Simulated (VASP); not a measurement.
# MgO (P3m1) in VASP: single point with PBE

Aim: the single point of MgO with PBE.

Everything below comes from runs of VASP 6.6.1. Logs are shortened: lines on timing, memory, paths and dates and some standing lists are left out, and cuts for length are marked.

### Step 1. The cell of the first run

It takes space group P3m1 (No. 156, trigonal). Conventional cell: a = 3.486 Å, b = 3.486 Å, c = 4.178 Å, α = 90.00°, β = 90.00°, γ = 120.00°. Within 2.2 Å of Mg (site symmetry 3m) lie 4 O at 1.64 to 2.01 Å. Mg (site symmetry 3m) has 5 O at 2.06 to 2.09 Å within 2.7 Å. O (site symmetry 3m) has 4 Mg at 1.64 to 2.06 Å within 2.2 Å. O (site symmetry 3m) has 5 Mg at 2.01 to 2.09 Å and 3 O at 2.60 Å within 2.7 Å.

### Step 2. Single point, PBE (atom 3 (O) moved by (+0.000, -0.450) A along x and z)

Contents of INCAR:

```
SYSTEM = MgO
ALGO = Normal
EDIFF = 1E-7
ENCUT = 520
GGA = PE
ISIF = 2
ISMEAR = 0
LASPH = .True.
LCHARG = .False.
LREAL = .False.
LWAVE = .False.
NBANDS = 16
NELM = 80
PREC = Accurate
SIGMA = 0.05
```

Contents of KPOINTS:

```
k-points
0
Gamma
  6 6 6
  0 0 0
```

Contents of POSCAR:

```
MgO
1.0
    3.4863778627      0.0000000000      0.0000000000
   -1.7431889314      3.0192917963      0.0000000000
    0.0000000000      0.0000000000      4.1780412200
Mg O
2 2
Direct
    0.6666666667      0.3333333333      0.7500000000
    0.3333333333      0.6666666667      0.2500000000
    0.6666666667      0.3333333333      0.1422940258
    0.3333333333      0.6666666667      0.7500000000
```

Potentials or basis: VASP PAW PBE potentials, release 64 (Mg, O).

Started as:

```bash
> cat potpaw_PBE.64/Mg/POTCAR potpaw_PBE.64/O/POTCAR > POTCAR
> mpirun -np 1 vasp_std > vasp.out
```

OUTCAR:

```text
SYSTEM = MgO
   EDIFF = 1E-7
   ENCUT = 520
   GGA = PE
   ISIF = 2
   ISMEAR = 0
   LASPH = .True.
   LREAL = .False.
   NELM = 80
   PREC = Accurate

 ion  position               nearest neighbor table
   1  0.667  0.333  0.750-   3 1.64   4 2.01   4 2.01   4 2.01   3 2.54   2 2.90   2 2.90   2 2.90
                             2 2.90   2 2.90   2 2.90
   2  0.333  0.667  0.250-   3 2.06   3 2.06   3 2.06   4 2.09   4 2.09   1 2.90   1 2.90   1 2.90
                             1 2.90   1 2.90   1 2.90
   3  0.667  0.333  0.142-   1 1.64   2 2.06   2 2.06   2 2.06   1 2.54
   4  0.333  0.667  0.750-   1 2.01   1 2.01   1 2.01   2 2.09   2 2.09

  LATTYP: Found a hexagonal cell.
 ALAT       =     3.4863778627
 C/A-ratio  =     1.1983902447

  Lattice vectors:

 A1 = (   3.4863778627,   0.0000000000,   0.0000000000)
 A2 = (  -1.7431889314,   3.0192917963,   0.0000000000)
 A3 = (   0.0000000000,   0.0000000000,   4.1780412200)

Analysis of symmetry for initial positions (statically):
=====================================================================
 Subroutine PRICEL returns:
 Original cell was already a primitive cell.

 Routine SETGRP: Setting up the symmetry group for a
 hexagonal supercell.

 Subroutine GETGRP returns: Found  6 space group operations
 (whereof  6 operations were pure point group operations)
 out of a pool of 24 trial point group operations.

The static configuration has the point symmetry C_3v.

Analysis of symmetry for dynamics (positions and initial velocities):
=====================================================================
 Subroutine PRICEL returns:
 Original cell was already a primitive cell.

 Routine SETGRP: Setting up the symmetry group for a
 hexagonal supercell.

 Subroutine GETGRP returns: Found  6 space group operations
 (whereof  6 operations were pure point group operations)
 out of a pool of 24 trial point group operations.

The dynamic configuration has the point symmetry C_3v.

 Subroutine INISYM returns: Found  6 space group operations
 (whereof  6 operations are pure point group operations),
 and found     1 'primitive' translations

----------------------------------------------------------------------------------------

                                     Primitive cell

  volume of cell :      43.9797

  direct lattice vectors                    reciprocal lattice vectors
     3.486377863  0.000000000  0.000000000     0.286830642  0.165601748  0.000000000
    -1.743188931  3.019291796  0.000000000     0.000000000  0.331203497  0.000000000
     0.000000000  0.000000000  4.178041220     0.000000000  0.000000000  0.239346609

  length of vectors
     3.486377863  3.486377863  4.178041220     0.331203497  0.331203497  0.239346609

  position of ions in fractional coordinates (direct lattice)
     0.666666667  0.333333333  0.750000000
     0.333333333  0.666666667  0.250000000
     0.666666667  0.333333333  0.142294026
     0.333333333  0.666666667  0.750000000

  ion indices of the primitive-cell ions
   primitive index   ion index
                 1           1
                 2           2
                 3           3
                 4           4

----------------------------------------------------------------------------------------

 KPOINTS: k-points

Automatic generation of k-mesh.
 Grid dimensions read from file:
 generate k-points for:    6    6    6

 Generating k-lattice:

  Cartesian coordinates                     Fractional coordinates (reciprocal lattice)
     0.047805107  0.027600291  0.000000000     0.166666667  0.000000000  0.000000000
     0.000000000  0.055200583  0.000000000     0.000000000  0.166666667  0.000000000
     0.000000000  0.000000000  0.039891102     0.000000000  0.000000000  0.166666667

  Length of vectors
     0.055200583  0.055200583  0.039891102

  Shift w.r.t. Gamma in fractional coordinates (k-lattice)
     0.000000000  0.000000000  0.000000000

 Subroutine IBZKPT returns following result:
 ===========================================

 Found     34 irreducible k-points:

 Following reciprocal coordinates:
            Coordinates               Weight
  0.000000  0.000000  0.000000      1.000000
  0.166667 -0.000000  0.000000      6.000000
  0.333333 -0.000000  0.000000      6.000000
  0.500000 -0.000000  0.000000      3.000000
  0.166667  0.166667  0.000000      6.000000
  0.333333  0.166667  0.000000     12.000000
[... 16 lines left out ...]
  0.500000 -0.000000  0.333333      6.000000
  0.166667  0.166667  0.333333     12.000000
 [... further k-points ...]
   k-points           NKPTS =     34   k-points in BZ     NKDIM =     34   number of bands    NBANDS=     16
   number of dos      NEDOS =    301   number of ions     NIONS =      4
   total plane-waves  NPLWV =  25088
   dimension x,y,z NGX =    28 NGY =   28 NGZ =   32
   dimension x,y,z NGXF=    56 NGYF=   56 NGZF=   64
   ions per type =               2   2
   NGX,Y,Z   is equivalent  to a cutoff of  13.35, 13.35, 12.73 a.u.
   NGXF,Y,Z  is equivalent  to a cutoff of  26.70, 26.70, 25.47 a.u.
 SYSTEM =  MgO
   PREC   = accura    normal or accurate (medium, high low for compatibility)
   ISTART =      0    job   : 0-new  1-cont  2-samecut
   ICHARG =      2    charge: 1-file 2-atom 10-const
   ISPIN  =      1    spin polarized calculation?
   LNONCOLLINEAR =      F non collinear calculations
   LSORBIT =      F    spin-orbit coupling
   LASPH  =      T    aspherical Exc in radial PAW
   ENCUT  =  520.0 eV  38.22 Ry    6.18 a.u.   6.48  6.48  7.77*2*pi/ulx,y,z
   NELM   =     80;   NELMIN=  2; NELMDL= -5     # of ELM steps
   EDIFF  = 0.1E-06   stopping-criterion for ELM
   LREAL  =      F    real-space projection
   EDIFFG = 0.1E-05   stopping-criterion for IOM
   NSW    =      0    number of steps for IOM
   IBRION =     -1    ionic relax: 0-MD 1-quasi-New 2-CG
   NFREE  =      0    steps in history (QN), initial steepest desc. (CG)
   ISIF   =      2    stress and relaxation
   ISYM   =      2    0-nonsym 1-usesym 2-fastsym
   POTIM  = 0.5000    time-step for ionic-motion
   TEBEG  =    0.0;   TEEND  =   0.0 temperature during run
   PSTRESS=    0.0 pullay stress
   NELECT =      16.0000    total number of electrons
   NUPDOWN=      -1.0000    fix difference up-down
   EMIN   =  10.00;   EMAX   =-10.00  energy-range for DOS
   EFERMI =   0.00;   METHOD = LEGACY
   ISMEAR =     0;   SIGMA  =   0.05  broadening in eV -4-tet -1-fermi 0-gaus
   EFERMI_NEDOS =   21; number of points for ismear=-14 and -15
   IALGO  =     38    algorithm
   IMIX   =      4    mixing-type and parameters
     AMIX     =   0.40;   BMIX     =  1.00
     AMIX_MAG =   1.60;   BMIX_MAG =  1.00
  volume/ion in A,a.u.               =      10.99        74.20
  Fermi-wavevector in a.u.,A,eV,Ry     =   1.168685  2.208494 18.583167  1.365824
  Thomas-Fermi vector in A             =   2.305168
   LORBIT       =      0    0 simple, 1 ext, 2 COOP (PROOUT), +10 PAW based schemes
   GGA     = PE    functional components
   LHFCALC =     F    Hartree Fock is set to
   AEXX    =    0.0000 exact exchange contribution
   IVDW    =     0    specifies the selected vdW correction
   LEPSILON=     F    determine dielectric tensor
   LRPA    =     F    only Hartree local field effects (RPA)
 non-spin polarized calculation
 Gauss-broadening in eV      SIGMA  =   0.05
  energy-cutoff  :      520.00
  volume of cell :       43.98
 maximum number of plane-waves:      1204
 NGX is ok and might be reduce to    28
   NGX = 13   NGY = 13   NGZ = 15

 number of electron      15.9999998 magnetization

 Free energy of the ion-electron system (eV)
  ---------------------------------------------------
  ext. energy  EPLUGINS =         0.00000000
  ---------------------------------------------------
  free energy    TOTEN  =       -21.99631528 eV

  energy without entropy =      -21.99631528  energy(sigma->0) =      -21.99631528

 E-fermi :   2.1297     XC(G=0): -10.0589

 val. band max:        1.8584747383   @ k =   0.3333   0.3333   0.5000
 cond. band min:       5.1684124226   @ k =   0.0000   0.0000   0.0000
 fundamental gap:      3.3099376843
 Fermi energy:         2.1296772308

 k-point     1 :       0.0000    0.0000    0.0000
  band No.  band energies     occupation
      1     -15.0051      2.00000
      2     -13.3755      2.00000
      3      -1.4531      2.00000
      4       0.2273      2.00000
      5       0.2273      2.00000
      6       1.3814      2.00000
[... 8 lines left out ...]
     15      16.7294      0.00000
     16      18.7692      0.00000

 k-point     2 :       0.1667   -0.0000    0.0000
  band No.  band energies     occupation
      1     -14.8647      2.00000
      2     -13.4191      2.00000
      3      -1.2475      2.00000
      4      -0.2417      2.00000
      5       0.0219      2.00000
      6       0.7797      2.00000
[... 8 lines left out ...]
     15      16.5751      0.00000
     16      18.0903      0.00000

 k-point     3 :       0.3333   -0.0000    0.0000
  band No.  band energies     occupation
      1     -14.5172      2.00000
      2     -13.5690      2.00000
      3      -1.2093      2.00000
      4      -0.6931      2.00000
      5      -0.2934      2.00000
      6       0.2914      2.00000
[... 8 lines left out ...]
     15      17.4734      0.00000
     16      17.9432      0.00000

 k-point     4 :       0.5000   -0.0000    0.0000
  band No.  band energies     occupation
      1     -14.2538      2.00000
      2     -13.7320      2.00000
      3      -1.6084      2.00000
      4      -0.4409      2.00000
      5      -0.4251      2.00000
      6       0.4077      2.00000
[... 8 lines left out ...]
     15      18.2706      0.00000
     16      18.2879      0.00000

 k-point     5 :       0.1667    0.1667    0.0000
  band No.  band energies     occupation
      1     -14.6178      2.00000
      2     -13.5180      2.00000
      3      -0.9205      2.00000
      4      -0.8194      2.00000
      5      -0.4300      2.00000
      6       0.5676      2.00000
[... 8 lines left out ...]
     15      17.1001      0.00000
     16      18.0142      0.00000

 k-point     6 :       0.3333    0.1667    0.0000
  band No.  band energies     occupation
      1     -14.2637      2.00000
      2     -13.7213      2.00000
      3      -1.5316      2.00000
      4      -0.6422      2.00000
      5      -0.3033      2.00000
      6       0.3864      2.00000
[... 8 lines left out ...]
     15      17.7235      0.00000
     16      18.1546      0.00000
[... 267 lines left out ...]
 k-point    21 :       0.3333   -0.0000    0.3333
  band No.  band energies     occupation
      1     -14.3419      2.00000
      2     -13.6723      2.00000
      3      -1.7055      2.00000
      4      -1.0174      2.00000
      5      -0.0682      2.00000
      6       0.4787      2.00000
[... 8 lines left out ...]
     15      18.0196      0.00000
     16      18.9122      0.00000

 k-point    22 :       0.0000    0.3333    0.3333
  band No.  band energies     occupation
      1     -14.3433      2.00000
      2     -13.6702      2.00000
      3      -1.8343      2.00000
      4      -0.9876      2.00000
      5      -0.0506      2.00000
      6       0.9035      2.00000
[... 8 lines left out ...]
     15      17.1830      0.00000
     16      17.5928      0.00000

 k-point    23 :       0.5000   -0.0000    0.3333
  band No.  band energies     occupation
      1     -14.1325      2.00000
      2     -13.7578      2.00000
      3      -1.9972      2.00000
      4      -1.2765      2.00000
      5      -0.1711      2.00000
      6       0.7228      2.00000
[... 8 lines left out ...]
     15      18.3479      0.00000
     16      18.3522      0.00000

 k-point    24 :       0.1667    0.1667    0.3333
  band No.  band energies     occupation
      1     -14.4255      2.00000
      2     -13.6498      2.00000
      3      -1.5690      2.00000
      4      -0.9171      2.00000
      5      -0.1120      2.00000
      6       0.8150      2.00000
[... 8 lines left out ...]
     15      17.4955      0.00000
     16      18.6798      0.00000

 [... further k-points ...]
[... 5 lines left out ...]
  --------------------------------------------------------------------------------------
  -------------------------------------------------------------------------------------
  Total        1.1625858      1.1625858     12.0164310     -0.0000000      0.0000000      0.0000000
  in kB       42.3529177     42.3529177    437.7577235     -0.0000000      0.0000000      0.0000000
  external PRESSURE =     174.1545196 kB  Pullay stress =       0.0000000 kB

 VOLUME and BASIS-vectors are now :
 -----------------------------------------------------------------------------
  energy-cutoff  :      520.00
  volume of cell :       43.98
      direct lattice vectors                 reciprocal lattice vectors
     3.486377863  0.000000000  0.000000000     0.286830642  0.165601748  0.000000000
    -1.743188931  3.019291796  0.000000000     0.000000000  0.331203497  0.000000000
     0.000000000  0.000000000  4.178041220     0.000000000  0.000000000  0.239346609

 POSITION                                       TOTAL-FORCE (eV/Angst)
 -----------------------------------------------------------------------------------
      1.74319      1.00643      3.13353         0.000000     -0.000000     -6.066024
     -0.00000      2.01286      1.04451         0.000000     -0.000000     -1.012883
      1.74319      1.00643      0.59451        -0.000000     -0.000000      9.824310
     -0.00000      2.01286      3.13353        -0.000000      0.000000     -2.745403
 -----------------------------------------------------------------------------------
    total drift:                                0.000000     -0.000000     -0.001385

  FREE ENERGIE OF THE ION-ELECTRON SYSTEM (eV)
  ---------------------------------------------------
  free  energy   TOTEN  =       -21.9963152796 eV

  energy  without entropy=      -21.9963152796  energy(sigma->0) =      -21.99631528
```

Wall time 27 s (1 thread of Intel Xeon Platinum 8259CL at 2.50GHz (Skylake/Cascade Lake), shared host); peak memory 0.17 GiB.

What came out:

```
Free energy            : -21.9963 eV
Pressure               : 17.4 GPa
Largest force          : 9.824 eV/Å
Band gap on the k mesh : 3.31 eV, indirect (least direct gap 3.45 eV)
```

Forces in eV/Å, atoms in the order of the input:
```
Mg   0.000  0.000 -6.066
Mg   0.000  0.000 -1.013
O    0.000  0.000  9.824
O    0.000  0.000 -2.745
```

Stress tensor (GPa, compression positive):
```
 4.24  0.00  0.00
 0.00  4.24  0.00
 0.00  0.00 43.78
```

Caveat: the cell differs from its parent crystal (atom 3 (O) moved by (+0.000, -0.450) A along x and z); forces of over 1 eV/Å act on the atoms, so gaps and moduli don't describe the material at rest. A k mesh can miss the band edges.
